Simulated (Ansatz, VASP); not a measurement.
# P in VASP and in Ansatz

The input INCAR:

```
SYSTEM = P
PREC = Accurate
ENCUT = 600
EDIFF = 1E-6
ISMEAR = 0
SIGMA = 0.1
LREAL = .False.
LASPH = .True.
NELM = 60
ALGO = Normal
ISIF = 3
LWAVE = .False.
LCHARG = .False.
GGA = PE
IBRION = 2
NSW = 90
EDIFFG = -0.04
```

The input KPOINTS:

```
regular mesh
0
Gamma
  6 6 6
  0 0 0
```

POSCAR

```
P
1.0
    3.2572956256      0.0000000000      0.0000000000
   -1.6286478128      2.8209007594      0.0000000000
    0.0000000000      0.0000000000      3.0435356002
P
1
Direct
    0.0000000000      0.0000000000      0.0000000000
```

Input for Ansatz:

```yaml
crystal:
  lattice:
    - [3.2572956256, 0.0, 0.0]
    - [-1.6286478128, 2.8209007594, 0.0]
    - [0.0, 0.0, 3.0435356002]
  atoms:
    - { symbol: P, position: [0.0, 0.0, 0.0] }
basis:
  ecutwfc: 420
kpoints:
  mp_grid: { grid: [6, 6, 6] }
hamiltonian:
  xc: pbe
scf:
  occupations: { method: gaussian, width: 0.1 }
  lower_state_search: "off"
output:
  forces: true
  stress: true
  eigenvalues: true
relax:
  adjacent_minimum: "off"
  f_tol: 0.04
  max_steps: 70
  cell: { stress_tol: 0.4 }
```

Alike in both runs: task relaxation of cell and atoms; functional PBE; k mesh 6 × 6 × 6; occupations gaussian, width 0.1 eV; no spin polarisation.

|  | VASP | Ansatz |
| --- | --- | --- |
| version | VASP 6.6.1 | Ansatz 0.2.0 |
| potentials or method | VASP PAW PBE potentials, release 64 (P), cutoff 600 eV | scalar-relativistic, plane waves, PAW |
| valence electrons in the cell | 5 | 5 |

Ansatz gave:

| Property | Result |
| --- | --- |
| gap on the k mesh at the Fermi level, each at its own relaxed structure (eV) | none |
| relaxed volume (Å³/atom) | 14.59 |
| relaxed length of the cell vector where the two differ most in proportion (Å) | 2.599 |

Problem. Estimate VASP's values.

Solution. gap on the k mesh at the Fermi level, each at its own relaxed structure (eV): none; relaxed volume (Å³/atom): 14.54; relaxed length of the cell vector where the two differ most in proportion (Å): 2.595.

A gap of «none» marks a metal or a gap that the smearing closes.

The k mesh is coarse, so the values compare programs but aren't converged. Noted on VASP's run: the volume moved by over 15 % at a fixed basis, so the end points are rough.
